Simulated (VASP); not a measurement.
Write the native input for VASP 6.6.1 that does the following.

- Task: single point
- Functional: PBEsol
- Potentials or basis: VASP PAW PBE potentials, release 64 (Zr_sv)
- Cutoff: 520 eV
- k mesh: 9 × 9 × 5
- Occupations: fermi-dirac, width 0.05 eV
- Spin: no spin polarisation
- Dipole correction: no
- Further INCAR settings: ALGO = Normal; EDIFF = 1e-07; NBANDS = 19

The structure of Zr lies in POSCAR:

```
Zr
1.0
    3.2320000000      0.0000000000      0.0000000000
   -1.6160000000      2.7989941050      0.0000000000
    0.0000000000      0.0000000000      5.1470000000
Zr
2
Direct
    0.6666666667      0.3333333333      0.7500000000
    0.3333333333      0.6666666667      0.2500000000
```

The input as run:

INCAR

```
ALGO = Normal
EDIFF = 1E-7
ENCUT = 520
GGA = PS
ISIF = 2
ISMEAR = -1
LASPH = T
LCHARG = F
LREAL = F
LWAVE = F
NBANDS = 19
NELM = 60
PREC = Accurate
SIGMA = 0.05
```

KPOINTS

```
k-points
0
Gamma
  9 9 5
```

Potentials or basis: VASP PAW PBE potentials, release 64 (Zr_sv).

Run with:

```console
$ cat potpaw_PBE.64/Zr_sv/POTCAR > POTCAR
$ mpirun -np 1 vasp_std > vasp.out
```

Results of the run:

```
Pressure               : -3.2 GPa
Band gap on the k mesh : zero (band 12 reaches 9.72 eV, above the bottom of band 13 at 8.62 eV)
```

Caveat: the PAW data sets were made with another functional, which shifts forces and pressure a little.

It took 30 s on 1 thread of Intel Xeon 8259CL (shared host), peak memory 0.17 GiB.
